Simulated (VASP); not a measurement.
Write the native input for VASP 6.6.1 that does the following.

```
Task                   : relaxation of cell and atoms
Functional             : PBEsol
Potentials or basis    : VASP PAW PBE potentials, release 64 (Sn_d, Al)
Cutoff                 : 500 eV
k mesh                 : 7 × 7 × 8
Occupations            : fermi-dirac, width 0.05 eV
Spin                   : no spin polarisation
Target pressure        : 20 GPa
Dipole correction      : no
Further INCAR settings : ALGO = Normal; EDIFF = 1e-07; IBRION = 2; EDIFFG = -0.01; NSW = 80; ISIF = 3
```

The structure of AlSn lies in POSCAR:

```
AlSn
1.0
    4.1981056157      0.0000000000      0.0000000000
   -2.0990528078      3.6356661109      0.0000000000
    0.0000000000      0.0000000000      3.3068470000
Sn Al
1 1
Direct
    0.3333333333      0.6666666667      0.5000000000
    0.0000000000      0.0000000000      0.0000000000
```

The input as run:

INCAR

```
SYSTEM = AlSn
ALGO     = Normal         ! electronic algorithm
EDIFF    = 1E-7           ! SCF threshold, eV
EDIFFG   = -0.01          ! ionic threshold
ENCUT    = 500            ! plane-wave cutoff, eV
GGA      = PS             ! functional
GGA_COMPAT= .False.      
IBRION   = 2              ! ionic algorithm
ISIF     = 3              ! what is computed and relaxed
ISMEAR   = -1             ! smearing method
LASPH    = .True.         ! aspherical terms in the spheres
LCHARG   = .False.        ! write CHGCAR
LREAL    = .False.        ! projectors in reciprocal space
LWAVE    = .False.        ! write WAVECAR
NELM     = 120            ! most SCF steps
NELMIN   = 4            
NSW      = 80             ! ionic steps
PREC     = Accurate       ! precision mode
PSTRESS  = 200.0        
SIGMA    = 0.05           ! smearing width, eV
```

KPOINTS

```
k-points
0
Gamma
  7 7 8
  0 0 0
```

Potentials or basis: VASP PAW PBE potentials, release 64 (Sn_d, Al).

Command:

```bash
$ cat potpaw_PBE.64/Sn_d/POTCAR potpaw_PBE.64/Al/POTCAR > POTCAR
$ mpirun -np 1 vasp_std > vasp.out
```

It gave:

| Property | Result |
| --- | --- |
| Relaxed volume | 19.15 Å³/atom |
| Relaxed cell | a = 3.639 Å, b = 3.639 Å, c = 3.340 Å, α = 90.00°, β = 90.00°, γ = 120.00° |
| Space group after relaxing (to 0.05 Å) | P-6m2 (No. 187) |
| Energy change on relaxing (the enthalpy is what falls) | +263.1 meV/atom |
| Ionic steps | 17 |
| Pressure after relaxing | 20.0 GPa |

Caveat: the cell is relaxed towards a set pressure, so the enthalpy falls and the energy may rise; the volume moved by over 15 % at a fixed basis, so the end points are rough; the PAW data sets were made with another functional, which shifts forces and pressure a little.

Run time: 2.5 min on 1 thread of Intel Xeon 6975P-C (shared host), peak memory 0.19 GiB.
